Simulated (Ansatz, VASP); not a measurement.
## Two plane-wave programs on Ga

Contents of POSCAR:

```
Ga
1.0
    2.2615000000     -3.8305000000      0.0000000000
    2.2615000000      3.8305000000      0.0000000000
    0.0000000000      0.0000000000      4.5240000000
Ga
4
Direct
    0.3451000000      0.6549000000      0.4190000000
    0.1549000000      0.8451000000      0.9190000000
    0.6549000000      0.3451000000      0.5810000000
    0.8451000000      0.1549000000      0.0810000000
```

Contents of INCAR.step1:

```
  ALGO = Normal
  EDIFF = 1E-4
  ENCUT = 520
  GGA = PE
  ISMEAR = -1
  LASPH = T
  LCHARG = F
  LREAL = F
  LWAVE = T
  NBANDS = 34
  NELM = 60
  PREC = Accurate
  SIGMA = 0.05
```

INCAR.step2

```
  ALGO = Normal
  EDIFF = 1E-6
  ENCUT = 520
  ISIF = 2
  ISMEAR = -1
  ISTART = 1
  LASPH = T
  LCHARG = T
  LELF = T
  LMIXTAU = T
  LREAL = F
  LVHAR = T
  LWAVE = F
  METAGGA = R2SCAN
  NBANDS = 34
  NELM = 60
  PREC = Accurate
  SIGMA = 0.05
```

KPOINTS

```
k-points
0
Gamma
  7 7 6
```

File input.yaml:

```yaml
crystal:
  lattice:
    - [2.2615, -3.8305, 0.0]
    - [2.2615, 3.8305, 0.0]
    - [0.0, 0.0, 4.524]
  atoms:
    - { symbol: Ga, position: [0.3451, 0.6549, 0.419] }
    - { symbol: Ga, position: [0.1549, 0.8451, 0.919] }
    - { symbol: Ga, position: [0.6549, 0.3451, 0.581] }
    - { symbol: Ga, position: [0.8451, 0.1549, 0.081] }
hamiltonian:
  xc: r2scan
  pseudopotentials: { kind: paw }
kpoints:
  mp_grid: { grid: [7, 7, 6] }
scf:
  occupations: { method: fermi_dirac, width: 0.05 }
output:
  forces: true
  stress: true
  eigenvalues: true
```

Alike in both runs: task single point; functional r2SCAN; k mesh 7 × 7 × 6; occupations fermi-dirac, width 0.05 eV; no spin polarisation.

|  | VASP | Ansatz |
| --- | --- | --- |
| version | VASP 6.6.1 | Ansatz 0.2.0 |
| potentials or method | VASP PAW PBE potentials, release 64 (Ga_d) | Ansatz PAW |
| plane-wave cutoff (eV) | 520 | 500 |
| valence electrons in the cell | 52 | 52 |

```csv
,VASP,Ansatz,Ansatz less VASP
gap on the k mesh at the Fermi level (eV),none,none,-
pressure (GPa),-1.1,-1.3,-0.13
"traceless stress, the component that is largest in VASP (GPa)",-1.16,-1.20,-0.042
rms of the force components (eV/Å),0.079,0.082,+0.0033
```

VASP's potentials were made for PBE, not for r2SCAN. Atom by atom the forces differ by 0.005 eV/Å (rms over components). A gap of «none» marks a metal or a gap that the smearing closes. The functional is the same, so the differences come from potentials, cutoffs and numerics.
